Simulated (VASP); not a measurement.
# Mo in VASP: a series of runs

Runs on Mo. Level: PBEsol. Tasks: single point.

All numbers are computed with VASP 6.6.1; they aren't measurements. Logs are shortened: lines on timing, memory, paths and dates and some standing lists are left out, and cuts for length are marked.

## 1. The cell of the first run

The cell holds a slab with vacuum, 5 atoms: a = 2.715 Å, b = 2.715 Å, c = 20.867 Å, α = 90.00°, β = 90.00°, γ = 109.47°.

## 2. Single point, PBEsol

The input, INCAR:

```
SYSTEM = Mo
  PREC = Accurate
  ENCUT = 520
  EDIFF = 1E-6
  ISMEAR = 1
  SIGMA = 0.1
  LREAL = .False.
  LASPH = .True.
  NELM = 80
  ALGO = Normal
  ISIF = 2
  LWAVE = .False.
  LCHARG = .False.
  GGA = PS
  NBANDS = 43
```

The input, KPOINTS:

```
Automatic mesh
0
Gamma
  16 16 1
  0 0 0
```

The input, POSCAR:

```
Mo
1.0
    2.7149896409      0.0000000000      0.0000000000
   -0.9049965470      2.5597167812      0.0000000000
    0.0000000000      0.0000000000     20.8671190361
Mo
5
Direct
    0.0000000000      0.0000000000      0.2875337026
    0.5000000000      0.5000000000      0.3937668513
    0.0000000000      0.0000000000      0.5000000000
    0.5000000000      0.5000000000      0.6062331487
    0.0000000000      0.0000000000      0.7124662974
```

Potentials or basis: VASP PAW PBE potentials, release 64 (Mo_sv).

Started as:

```sh
> cat potpaw_PBE.64/Mo_sv/POTCAR > POTCAR
> mpirun -np 1 vasp_std > vasp.out
```

OUTCAR:

```text
SYSTEM = Mo
   PREC = Accurate
   ENCUT = 520
   EDIFF = 1E-6
   ISMEAR = 1
   LREAL = .False.
   LASPH = .True.
   NELM = 80
   ISIF = 2
   GGA = PS

 ion  position               nearest neighbor table
   1  0.000  0.000  0.288-   2 2.71   2 2.71   2 3.14   2 3.14
   2  0.500  0.500  0.394-   1 2.71   3 2.71   1 2.71   3 2.71   1 3.14   3 3.14   1 3.14   3 3.14

   3  0.000  0.000  0.500-   2 2.71   4 2.71   2 2.71   4 2.71   2 3.14   4 3.14   2 3.14   4 3.14

   4  0.500  0.500  0.606-   3 2.71   5 2.71   3 2.71   5 2.71   3 3.14   5 3.14   3 3.14   5 3.14

   5  0.000  0.000  0.712-   4 2.71   4 2.71   4 3.14   4 3.14

  LATTYP: Found a base centered orthorhombic cell.
 ALAT       =     3.1350000000
 B/A-ratio  =     1.4142135624
 C/A-ratio  =     6.6561783210

  Lattice vectors:

 A1 = (   2.7149896409,   0.0000000000,   0.0000000000)
 A2 = (  -0.9049965470,   2.5597167812,   0.0000000000)
 A3 = (   0.0000000000,   0.0000000000,  20.8671190361)

Analysis of symmetry for initial positions (statically):
=====================================================================
 Subroutine PRICEL returns:
 Original cell was already a primitive cell.

 Routine SETGRP: Setting up the symmetry group for a
 base centered orthorhombic supercell.

 Subroutine GETGRP returns: Found  8 space group operations
 (whereof  8 operations were pure point group operations)
 out of a pool of  8 trial point group operations.

The static configuration has the point symmetry D_2h.

Analysis of symmetry for dynamics (positions and initial velocities):
=====================================================================
 Subroutine PRICEL returns:
 Original cell was already a primitive cell.

 Routine SETGRP: Setting up the symmetry group for a
 base centered orthorhombic supercell.

 Subroutine GETGRP returns: Found  8 space group operations
 (whereof  8 operations were pure point group operations)
 out of a pool of  8 trial point group operations.

The dynamic configuration has the point symmetry D_2h.

 Subroutine INISYM returns: Found  8 space group operations
 (whereof  8 operations are pure point group operations),
 and found     1 'primitive' translations

----------------------------------------------------------------------------------------

                                     Primitive cell

  volume of cell :     145.0182

  direct lattice vectors                    reciprocal lattice vectors
     2.714989641  0.000000000  0.000000000     0.368325531  0.130222740  0.000000000
    -0.904996547  2.559716781  0.000000000     0.000000000  0.390668221  0.000000000
     0.000000000  0.000000000 20.867119036     0.000000000  0.000000000  0.047922284

  length of vectors
     2.714989641  2.714989641 20.867119036     0.390668221  0.390668221  0.047922284

  position of ions in fractional coordinates (direct lattice)
     0.000000000  0.000000000  0.287533703
     0.500000000  0.500000000  0.393766851
     0.000000000  0.000000000  0.500000000
     0.500000000  0.500000000  0.606233149
     0.000000000  0.000000000  0.712466297

  ion indices of the primitive-cell ions
   primitive index   ion index
                 1           1
                 2           2
                 3           3
                 4           4
                 5           5

----------------------------------------------------------------------------------------

 KPOINTS: Automatic mesh

Automatic generation of k-mesh.
 Grid dimensions read from file:
 generate k-points for:   16   16    1

 Generating k-lattice:

  Cartesian coordinates                     Fractional coordinates (reciprocal lattice)
     0.023020346  0.008138921  0.000000000     0.062500000  0.000000000  0.000000000
     0.000000000  0.024416764  0.000000000     0.000000000  0.062500000  0.000000000
     0.000000000  0.000000000  0.047922284     0.000000000  0.000000000  1.000000000

  Length of vectors
     0.024416764  0.024416764  0.047922284

  Shift w.r.t. Gamma in fractional coordinates (k-lattice)
     0.000000000  0.000000000  0.000000000

 Subroutine IBZKPT returns following result:
 ===========================================

 Found     73 irreducible k-points:

 Following reciprocal coordinates:
            Coordinates               Weight
  0.000000  0.000000  0.000000      1.000000
  0.062500  0.000000  0.000000      4.000000
  0.125000  0.000000  0.000000      4.000000
  0.187500  0.000000  0.000000      4.000000
  0.250000  0.000000  0.000000      4.000000
  0.312500  0.000000  0.000000      4.000000
[... 16 lines left out ...]
 -0.125000  0.062500  0.000000      4.000000
 -0.062500  0.062500  0.000000      2.000000
 [... further k-points ...]
   k-points           NKPTS =     73   k-points in BZ     NKDIM =     73   number of bands    NBANDS=     43
   number of dos      NEDOS =    301   number of ions     NIONS =      5
   total plane-waves  NPLWV =  64000
   dimension x,y,z NGX =    20 NGY =   20 NGZ =  160
   dimension x,y,z NGXF=    40 NGYF=   40 NGZF=  320
   ions per type =               5
   NGX,Y,Z   is equivalent  to a cutoff of  12.25, 12.25, 12.75 a.u.
   NGXF,Y,Z  is equivalent  to a cutoff of  24.49, 24.49, 25.49 a.u.
 SYSTEM =  Mo
   PREC   = accura    normal or accurate (medium, high low for compatibility)
   ISTART =      0    job   : 0-new  1-cont  2-samecut
   ICHARG =      2    charge: 1-file 2-atom 10-const
   ISPIN  =      1    spin polarized calculation?
   LNONCOLLINEAR =      F non collinear calculations
   LSORBIT =      F    spin-orbit coupling
   LASPH  =      T    aspherical Exc in radial PAW
   ENCUT  =  520.0 eV  38.22 Ry    6.18 a.u.   5.05  5.05 38.80*2*pi/ulx,y,z
   NELM   =     80;   NELMIN=  2; NELMDL= -5     # of ELM steps
   EDIFF  = 0.1E-05   stopping-criterion for ELM
   LREAL  =      F    real-space projection
   EDIFFG = 0.1E-04   stopping-criterion for IOM
   NSW    =      0    number of steps for IOM
   IBRION =     -1    ionic relax: 0-MD 1-quasi-New 2-CG
   NFREE  =      0    steps in history (QN), initial steepest desc. (CG)
   ISIF   =      2    stress and relaxation
   ISYM   =      2    0-nonsym 1-usesym 2-fastsym
   POTIM  = 0.5000    time-step for ionic-motion
   TEBEG  =    0.0;   TEEND  =   0.0 temperature during run
   PSTRESS=    0.0 pullay stress
   NELECT =      70.0000    total number of electrons
   NUPDOWN=      -1.0000    fix difference up-down
   EMIN   =  10.00;   EMAX   =-10.00  energy-range for DOS
   EFERMI =   0.00;   METHOD = LEGACY
   ISMEAR =     1;   SIGMA  =   0.10  broadening in eV -4-tet -1-fermi 0-gaus
   EFERMI_NEDOS =   21; number of points for ismear=-14 and -15
   IALGO  =     38    algorithm
   IMIX   =      4    mixing-type and parameters
     AMIX     =   0.40;   BMIX     =  1.00
     AMIX_MAG =   1.60;   BMIX_MAG =  1.00
  volume/ion in A,a.u.               =      29.00       195.73
  Fermi-wavevector in a.u.,A,eV,Ry     =   1.284202  2.426790 22.438382  1.649175
  Thomas-Fermi vector in A             =   2.416410
   LORBIT       =      0    0 simple, 1 ext, 2 COOP (PROOUT), +10 PAW based schemes
   GGA     = PS    functional components
   LHFCALC =     F    Hartree Fock is set to
   AEXX    =    0.0000 exact exchange contribution
   IVDW    =     0    specifies the selected vdW correction
   LEPSILON=     F    determine dielectric tensor
   LRPA    =     F    only Hartree local field effects (RPA)
 non-spin polarized calculation
 Methfessel and Paxton  Order N= 1 SIGMA  =   0.10
  energy-cutoff  :      520.00
  volume of cell :      145.02
 maximum number of plane-waves:      3950
   NGX = 11   NGY = 11   NGZ = 77

 number of electron      69.9999982 magnetization

 Free energy of the ion-electron system (eV)
  ---------------------------------------------------
  ext. energy  EPLUGINS =         0.00000000
  ---------------------------------------------------
  free energy    TOTEN  =       -56.11568506 eV

  energy without entropy =      -56.11493479  energy(sigma->0) =      -56.11543497

 E-fermi :   4.6349     XC(G=0):  -8.2388

 val. band max:        4.6249434191   @ k =  -0.1250   0.0625   0.0000
 cond. band min:       4.6356609032   @ k =  -0.4375   0.3125   0.0000
 fundamental gap:      0.0107174841
 Fermi energy:         4.6348542004

 k-point     1 :       0.0000    0.0000    0.0000
  band No.  band energies     occupation
      1     -56.5986      2.00000
      2     -56.5307      2.00000
      3     -56.4027      2.00000
      4     -56.2932      2.00000
      5     -56.2859      2.00000
      6     -31.2270      2.00000
[... 35 lines left out ...]
     42       6.0913     -0.00000
     43       6.2812     -0.00000

 k-point     2 :       0.0625    0.0000    0.0000
  band No.  band energies     occupation
      1     -56.5911      2.00000
      2     -56.5246      2.00000
      3     -56.3983      2.00000
      4     -56.2887      2.00000
      5     -56.2819      2.00000
      6     -31.2123      2.00000
[... 35 lines left out ...]
     42       6.0651     -0.00000
     43       6.2232     -0.00000

 k-point     3 :       0.1250    0.0000    0.0000
  band No.  band energies     occupation
      1     -56.5697      2.00000
      2     -56.5071      2.00000
      3     -56.3859      2.00000
      4     -56.2760      2.00000
      5     -56.2703      2.00000
      6     -31.1699      2.00000
[... 35 lines left out ...]
     42       5.9955     -0.00000
     43       6.2065     -0.00000

 k-point     4 :       0.1875    0.0000    0.0000
  band No.  band energies     occupation
      1     -56.5368      2.00000
      2     -56.4807      2.00000
      3     -56.3680      2.00000
      4     -56.2569      2.00000
      5     -56.2530      2.00000
      6     -31.1062      2.00000
[... 863 lines left out ...]
     42       5.5812     -0.00000
     43       5.8735     -0.00000

 k-point    23 :      -0.1250    0.0625    0.0000
  band No.  band energies     occupation
      1     -56.5714      2.00000
      2     -56.5064      2.00000
      3     -56.3821      2.00000
      4     -56.2725      2.00000
      5     -56.2661      2.00000
      6     -31.1824      2.00000
[... 35 lines left out ...]
     42       5.6700     -0.00000
     43       5.8915     -0.00000

 k-point    24 :      -0.0625    0.0625    0.0000
  band No.  band energies     occupation
      1     -56.5883      2.00000
      2     -56.5212      2.00000
      3     -56.3943      2.00000
      4     -56.2848      2.00000
      5     -56.2778      2.00000
      6     -31.2115      2.00000
[... 35 lines left out ...]
     42       5.9321     -0.00000
     43       5.9703     -0.00000

 [... further k-points ...]

------------------------ aborting loop because EDIFF is reached ----------------------------------------

  FORCE on cell =-STRESS in cart. coord.  units (eV):
  Direction    XX          YY          ZZ          XY          YZ          ZX
  --------------------------------------------------------------------------------------
  -------------------------------------------------------------------------------------
  Total       -5.3192634     -4.9588356     -3.5242552      0.5097219      0.0000000      0.0000000
  in kB      -58.7678080    -54.7857617    -38.9363594      5.6314639      0.0000000      0.0000000
  external PRESSURE =     -50.8299764 kB  Pullay stress =       0.0000000 kB

 VOLUME and BASIS-vectors are now :
 -----------------------------------------------------------------------------
  energy-cutoff  :      520.00
  volume of cell :      145.02
      direct lattice vectors                 reciprocal lattice vectors
     2.714989641  0.000000000  0.000000000     0.368325531  0.130222740  0.000000000
    -0.904996547  2.559716781  0.000000000     0.000000000  0.390668221  0.000000000
     0.000000000  0.000000000 20.867119036     0.000000000  0.000000000  0.047922284

 POSITION                                       TOTAL-FORCE (eV/Angst)
 -----------------------------------------------------------------------------------
      0.00000      0.00000      6.00000         0.000000      0.000000      0.739290
      0.90500      1.27986      8.21678        -0.000000      0.000000     -0.688289
      0.00000      0.00000     10.43356         0.000000      0.000000      0.000000
      0.90500      1.27986     12.65034        -0.000000     -0.000000      0.688289
      0.00000      0.00000     14.86712         0.000000     -0.000000     -0.739290
 -----------------------------------------------------------------------------------
    total drift:                               -0.000000      0.000000      0.000000

  FREE ENERGIE OF THE ION-ELECTRON SYSTEM (eV)
  ---------------------------------------------------
  free  energy   TOTEN  =       -56.1156850577 eV

  energy  without entropy=      -56.1149347948  energy(sigma->0) =      -56.11543497
```

Run time: 6.5 min. Hardware: 1 thread of Intel Xeon 6975P-C (Granite Rapids), shared host; peak memory 0.42 GiB.

Results:

| Quantity | Value |
| --- | --- |
| Free energy | -56.1157 eV |
| Largest force | 0.739 eV/Å |
| Band gap on the k mesh | zero (band 35 reaches 6.08 eV, above the bottom of band 36 at 3.72 eV) |

Forces in eV/Å, atoms in the order of the input:
```
Mo   0.000  0.000  0.739
Mo   0.000  0.000 -0.688
Mo   0.000  0.000  0.000
Mo   0.000  0.000  0.688
Mo   0.000  0.000 -0.739
```

Caveat: the PAW data sets were made with another functional, which shifts forces and pressure a little.

## 3. Single point, PBEsol

The input, INCAR:

```
ALGO = Normal
EDIFF = 1E-6
ENCUT = 520
GGA = PS
ISIF = 2
ISMEAR = 1
LASPH = T
LCHARG = F
LREAL = F
LWAVE = F
NBANDS = 43
NELM = 100
PREC = Accurate
SIGMA = 0.1
```

The input, KPOINTS:

```
k-points
0
Gamma
  16 16 1
```

The input, POSCAR:

```
Mo
1.0
    2.7149896409      0.0000000000      0.0000000000
   -0.9049965470      2.5597167812      0.0000000000
    0.0000000000      0.0000000000     20.8671190361
Mo
5
Direct
    0.0000000000      0.0000000000      0.2928379333
    0.5000000000      0.5000000000      0.3936390124
    0.0000000000      0.0000000000      0.5000000000
    0.5000000000      0.5000000000      0.6063609876
    0.0000000000      0.0000000000      0.7071620667
```

Potentials or basis: VASP PAW PBE potentials, release 64 (Mo_sv).

Started as:

```sh
> cat potpaw_PBE.64/Mo_sv/POTCAR > POTCAR
> mpirun -np 1 vasp_std > vasp.out
```

It took 6.9 min on 1 thread of Intel Xeon 6975P-C (Granite Rapids), shared host; peak memory 0.44 GiB.

Results (log left out):

```
Free energy            : -56.2041 eV
Largest force          : 0.032 eV/Å
Band gap on the k mesh : zero (band 35 reaches 6.10 eV, above the bottom of band 36 at 3.75 eV)
```

Forces in eV/Å, atoms in the order of the input:
```
Mo   0.000  0.000 -0.032
Mo   0.000  0.000  0.003
Mo   0.000  0.000  0.000
Mo   0.000  0.000 -0.003
Mo   0.000  0.000  0.032
```

Levels at points of the mesh, in eV from the Fermi level:
| k point | band 33 | band 34 | band 35 | band 36 | band 37 | band 38 |
| --- | --- | --- | --- | --- | --- | --- |
| (0.00, 0.00, 0.00) | -1.30 | -1.25 | -0.91 | -0.43 | 0.53 | 1.10 |
| (0.50, 0.00, 0.00) | -0.15 | 0.84 | 1.42 | 1.46 | 1.51 | 1.64 |
| (0.50, 0.50, 0.00) | 0.51 | 0.81 | 0.88 | 1.59 | 1.73 | 1.85 |

Caveat: the PAW data sets were made with another functional, which shifts forces and pressure a little.
